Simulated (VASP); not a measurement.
# Mg2Zn3O (P4/nmm) in VASP: single point with PBE

Aim: the single point of Mg2Zn3O with PBE.

Program: VASP 6.6.1. These are calculated values, not measurements. Logs are shortened: lines on timing, memory, paths and dates and some standing lists are left out, and cuts for length are marked.

### 1 The cell of the first run

It takes space group P4/nmm (No. 129, tetragonal). Conventional cell: a = 2.999 Å, b = 2.999 Å, c = 19.403 Å, α = 90.00°, β = 90.00°, γ = 90.00°. Within 3.2 Å of Mg (site symmetry 4mm) lie 1 O at 2.39 Å and 4 Zn at 2.86 Å and 8 Mg at 3.00 to 3.20 Å. Within 2.8 Å of Mg (site symmetry 4mm) lie 5 O at 2.12 to 2.16 Å. Within 3.6 Å of Zn (site symmetry 4mm) lie 9 Zn at 2.69 to 3.43 Å and 4 Mg at 2.86 Å. Within 3.6 Å of Zn (site symmetry 4mm) lie 13 Zn at 2.69 to 3.52 Å and 1 Mg at 3.58 Å. Zn (site symmetry 4mm) has 14 Zn at 2.75 to 3.52 Å within 3.6 Å. Within 2.8 Å of O (site symmetry 4mm) lie 6 Mg at 2.12 to 2.39 Å.

### 2 Single point, PBE

The input, INCAR:

```
PREC     = Accurate       # precision mode
ENCUT    = 520            # plane-wave cutoff, eV
EDIFF    = 1E-6           # SCF threshold, eV
ISMEAR   = 0              # smearing method
SIGMA    = 0.1            # smearing width, eV
LREAL    = F              # projectors in reciprocal space
LASPH    = T              # aspherical terms in the spheres
NELM     = 100            # most SCF steps
ALGO     = Normal         # electronic algorithm
ISIF     = 2              # what is computed and relaxed
LWAVE    = F              # write WAVECAR
LCHARG   = F              # write CHGCAR
GGA      = PE             # functional
NBANDS   = 58             # bands
```

The input, KPOINTS:

```
Automatic mesh
0
Gamma
  10 10 2
```

The input, POSCAR:

```
Mg2Zn3O
1.0
    2.9987686412      0.0000000000      0.0000000000
    0.0000000000      2.9987686412      0.0000000000
    0.0000000000      0.0000000000     19.4032530223
Mg Zn O
4 6 2
Direct
    0.5000000000      0.0000000000      0.8212181541
    0.5000000000      0.0000000000      0.0553679648
    0.0000000000      0.5000000000      0.1787818459
    0.0000000000      0.5000000000      0.9446320352
    0.0000000000      0.5000000000      0.7220400890
    0.5000000000      0.0000000000      0.2779599110
    0.0000000000      0.5000000000      0.3635437216
    0.5000000000      0.0000000000      0.6364562784
    0.0000000000      0.5000000000      0.5451761757
    0.5000000000      0.0000000000      0.4548238243
    0.5000000000      0.0000000000      0.9442122752
    0.0000000000      0.5000000000      0.0557877248
```

Potentials or basis: VASP PAW PBE potentials, release 64 (Mg, Zn, O).

Launch:

```bash
$ cat potpaw_PBE.64/Mg/POTCAR potpaw_PBE.64/Zn/POTCAR potpaw_PBE.64/O/POTCAR > POTCAR
$ mpirun -np 1 vasp_std > vasp.out
```

OUTCAR:

```text
PREC = Accurate
   ENCUT = 520
   EDIFF = 1E-6
   ISMEAR = 0
   LREAL = F
   LASPH = T
   NELM = 100
   ISIF = 2
   GGA = PE

 ion  position               nearest neighbor table
   1  0.500  0.000  0.821-  11 2.39   5 2.86   5 2.86   5 2.86   5 2.86   4 3.20   4 3.20   4 3.20
                             4 3.20
   2  0.500  0.000  0.055-  12 2.12  12 2.12  12 2.12  12 2.12  11 2.16   4 3.02   4 3.02   4 3.02
                             4 3.02   3 3.20   3 3.20   3 3.20   3 3.20
   3  0.000  0.500  0.179-  12 2.39   6 2.86   6 2.86   6 2.86   6 2.86   2 3.20   2 3.20   2 3.20
                             2 3.20
   4  0.000  0.500  0.945-  11 2.12  11 2.12  11 2.12  11 2.12  12 2.16   2 3.02   2 3.02   2 3.02
                             2 3.02   1 3.20   1 3.20   1 3.20   1 3.20
   5  0.000  0.500  0.722-   8 2.69   8 2.69   8 2.69   8 2.69   1 2.86   1 2.86   1 2.86   1 2.86

   6  0.500  0.000  0.278-   7 2.69   7 2.69   7 2.69   7 2.69   3 2.86   3 2.86   3 2.86   3 2.86

   7  0.000  0.500  0.364-   6 2.69   6 2.69   6 2.69   6 2.69  10 2.76  10 2.76  10 2.76  10 2.76

   8  0.500  0.000  0.636-   5 2.69   5 2.69   5 2.69   5 2.69   9 2.76   9 2.76   9 2.76   9 2.76

   9  0.000  0.500  0.545-  10 2.75  10 2.75  10 2.75  10 2.75   8 2.76   8 2.76   8 2.76   8 2.76

  10  0.500  0.000  0.455-   9 2.75   9 2.75   9 2.75   9 2.75   7 2.76   7 2.76   7 2.76   7 2.76

  11  0.500  0.000  0.944-   4 2.12   4 2.12   4 2.12   4 2.12   2 2.16   1 2.39
  12  0.000  0.500  0.056-   2 2.12   2 2.12   2 2.12   2 2.12   4 2.16   3 2.39

  LATTYP: Found a simple tetragonal cell.
 ALAT       =     2.9987686412
 C/A-ratio  =     6.4704068049

  Lattice vectors:

 A1 = (   2.9987686412,   0.0000000000,   0.0000000000)
 A2 = (   0.0000000000,   2.9987686412,   0.0000000000)
 A3 = (   0.0000000000,   0.0000000000,  19.4032530223)

Analysis of symmetry for initial positions (statically):
=====================================================================
 Subroutine PRICEL returns:
 Original cell was already a primitive cell.

 Routine SETGRP: Setting up the symmetry group for a
 simple tetragonal supercell.

 Subroutine GETGRP returns: Found 16 space group operations
 (whereof  8 operations were pure point group operations)
 out of a pool of 16 trial point group operations.

The static configuration has the point symmetry D_2d.
 The point group associated with its full space group is D_4h.

Analysis of symmetry for dynamics (positions and initial velocities):
[... 145 lines left out ...]
   EMIN   =  10.00;   EMAX   =-10.00  energy-range for DOS
   EFERMI =   0.00;   METHOD = LEGACY
   ISMEAR =     0;   SIGMA  =   0.10  broadening in eV -4-tet -1-fermi 0-gaus
   EFERMI_NEDOS =   21; number of points for ismear=-14 and -15
   IALGO  =     38    algorithm
   IMIX   =      4    mixing-type and parameters
     AMIX     =   0.40;   BMIX     =  1.00
     AMIX_MAG =   1.60;   BMIX_MAG =  1.00
  volume/ion in A,a.u.               =      14.54        98.12
  Fermi-wavevector in a.u.,A,eV,Ry     =   1.322566  2.499287 23.799042  1.749180
  Thomas-Fermi vector in A             =   2.452238
   LORBIT       =      0    0 simple, 1 ext, 2 COOP (PROOUT), +10 PAW based schemes
   GGA     = PE    functional components
   LHFCALC =     F    Hartree Fock is set to
   AEXX    =    0.0000 exact exchange contribution
   IVDW    =     0    specifies the selected vdW correction
   LEPSILON=     F    determine dielectric tensor
   LRPA    =     F    only Hartree local field effects (RPA)
 non-spin polarized calculation
 Gauss-broadening in eV      SIGMA  =   0.10
  energy-cutoff  :      520.00
  volume of cell :      174.49
 maximum number of plane-waves:      4736
 NGX is ok and might be reduce to    24
   NGX = 11   NGY = 11   NGZ = 73

 number of electron      92.0000081 magnetization

 Free energy of the ion-electron system (eV)
  ---------------------------------------------------
  ext. energy  EPLUGINS =         0.00000000
  ---------------------------------------------------
  free energy    TOTEN  =       -32.12604996 eV

  energy without entropy =      -32.11045178  energy(sigma->0) =      -32.11825087

 E-fermi :   3.8617     XC(G=0): -10.6762

 val. band max:        3.8402049157   @ k =   0.5000   0.2000   0.5000
 cond. band min:       3.8733293246   @ k =   0.5000   0.2000   0.0000
 fundamental gap:      0.0331244089
 Fermi energy:         3.8616796543

 k-point     1 :       0.0000    0.0000    0.0000
  band No.  band energies     occupation
      1     -16.3871      2.00000
      2     -15.6685      2.00000
      3      -6.0749      2.00000
      4      -5.5186      2.00000
      5      -4.5706      2.00000
      6      -4.3006      2.00000
[... 1453 lines left out ...]
     57      10.7592      0.00000
     58      11.5203      0.00000

 [... further k-points ...]

------------------------ aborting loop because EDIFF is reached ----------------------------------------

  FORCE on cell =-STRESS in cart. coord.  units (eV):
  Direction    XX          YY          ZZ          XY          YZ          ZX
  --------------------------------------------------------------------------------------
  -------------------------------------------------------------------------------------
  Total       -0.0207227     -0.0207227     -0.0585316      0.0000000     -0.0000000      0.0000000
  in kB       -0.1902813     -0.1902813     -0.5374530      0.0000000     -0.0000000      0.0000000
  external PRESSURE =      -0.3060052 kB  Pullay stress =       0.0000000 kB

 VOLUME and BASIS-vectors are now :
 -----------------------------------------------------------------------------
  energy-cutoff  :      520.00
  volume of cell :      174.49
      direct lattice vectors                 reciprocal lattice vectors
     2.998768641  0.000000000  0.000000000     0.333470207  0.000000000  0.000000000
     0.000000000  2.998768641  0.000000000     0.000000000  0.333470207  0.000000000
     0.000000000  0.000000000 19.403253022     0.000000000  0.000000000  0.051537750

 POSITION                                       TOTAL-FORCE (eV/Angst)
 -----------------------------------------------------------------------------------
      1.49938      0.00000     15.93430         0.000000     -0.000000      0.008737
      1.49938      0.00000      1.07432        -0.000000     -0.000000     -0.016799
      0.00000      1.49938      3.46895        -0.000000     -0.000000     -0.008737
      0.00000      1.49938     18.32893        -0.000000      0.000000      0.016799
      0.00000      1.49938     14.00993        -0.000000     -0.000000      0.018770
      1.49938      0.00000      5.39333         0.000000     -0.000000     -0.018770
      0.00000      1.49938      7.05393        -0.000000     -0.000000     -0.000522
      1.49938      0.00000     12.34932        -0.000000     -0.000000      0.000522
      0.00000      1.49938     10.57819        -0.000000      0.000000     -0.000534
      1.49938      0.00000      8.82506        -0.000000     -0.000000      0.000534
      1.49938      0.00000     18.32079        -0.000000     -0.000000     -0.005820
      0.00000      1.49938      1.08246        -0.000000     -0.000000      0.005820
 -----------------------------------------------------------------------------------
    total drift:                                0.000000      0.000000     -0.000000

  FREE ENERGIE OF THE ION-ELECTRON SYSTEM (eV)
  ---------------------------------------------------
  free  energy   TOTEN  =       -32.1260499606 eV

  energy  without entropy=      -32.1104517774  energy(sigma->0) =      -32.11825087
```

Wall time 4.2 min (1 thread of AMD EPYC 9R45 (Zen 5), shared host); peak memory 0.44 GiB.

What came out:

```
Free energy            : -32.1260 eV
Pressure               : 0.0 GPa
Largest force          : 0.019 eV/Å
Band gap on the k mesh : zero (bands 46 and 47 overlap by 1.87 eV)
```

Forces on the atoms (eV/Å):
```
Mg   0.000  0.000  0.009
Mg   0.000  0.000 -0.017
Mg   0.000  0.000 -0.009
Mg   0.000  0.000  0.017
Zn   0.000  0.000  0.019
Zn   0.000  0.000 -0.019
Zn   0.000  0.000 -0.001
Zn   0.000  0.000  0.001
Zn   0.000  0.000 -0.001
Zn   0.000  0.000  0.001
O    0.000  0.000 -0.006
O    0.000  0.000  0.006
```

Levels at points of the mesh, in eV from the Fermi level:
```
           k point  band 43  band 44  band 45  band 46  band 47  band 48  band 49  band 50
(0.00, 0.00, 0.00)    -3.89    -2.98    -2.08     0.24     0.64     3.87     4.71     6.05
(0.50, 0.00, 0.00)    -3.53    -3.53    -2.58    -2.58    -0.47    -0.47     0.49     0.49
(0.50, 0.50, 0.00)    -0.08    -0.08     0.21     0.21     0.39     0.39     1.05     1.05
(0.00, 0.00, 0.50)    -3.89    -3.57    -1.40    -0.63     1.31     3.34     5.37     6.05
(0.50, 0.00, 0.50)    -3.58    -3.58    -2.53    -2.53    -0.57    -0.57     0.69     0.69
(0.50, 0.50, 0.50)    -0.07    -0.07     0.23     0.23     0.39     0.39     1.06     1.06
```

The gap in the log of VASP goes by the Fermi energy; the results here count the filled bands.